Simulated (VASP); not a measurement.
Input of a VASP 6.6.1 run:

The input POSCAR:

```
Ni
1.0
    0.0000000000      1.7380692641      1.7380692641
    1.7380692641      0.0000000000      1.7380692641
    1.7380692641      1.7380692641      0.0000000000
Ni
1
Direct
    0.0000000000      0.0000000000      0.0000000000
```

The input INCAR.step1:

```
PREC = Accurate
ENCUT = 520
ISMEAR = 1
SIGMA = 0.3
LREAL = F
LASPH = T
NELM = 150
ISPIN = 2
MAGMOM = 0.807
LMAXMIX = 4
NBANDS = 15
GGA = PE
ALGO = Normal
EDIFF = 1E-4
LWAVE = T
LCHARG = F
```

Contents of INCAR.step2:

```
PREC = Accurate
ENCUT = 520
EDIFF = 1E-7
ISMEAR = 1
SIGMA = 0.3
LREAL = F
LASPH = T
NELM = 150
ALGO = Normal
ISIF = 2
LWAVE = F
LCHARG = T
ISPIN = 2
MAGMOM = 0.807
LORBIT = 11
LMAXMIX = 4
METAGGA = R2SCAN
LMIXTAU = T
LELF = T
LVHAR = T
NBANDS = 15
ISTART = 1
```

File KPOINTS:

```
Automatic mesh
0
Gamma
  15 15 15
```

Potentials or basis: VASP PAW PBE potentials, release 64 (Ni).

Command:

```console
$ cat potpaw_PBE.64/Ni/POTCAR > POTCAR
$ cp INCAR.step1 INCAR
$ mpirun -np 1 vasp_std > vasp.out
$ cp INCAR.step2 INCAR
$ mpirun -np 1 vasp_std > vasp.out
```

Question: What does it give for the pressure?

Answer: 0.3 GPa.

Question: What does it give for the site moments?

Answer: Ni +0.71 μB.

Caveat: the PAW data sets were made with another functional, which shifts forces and pressure a little.
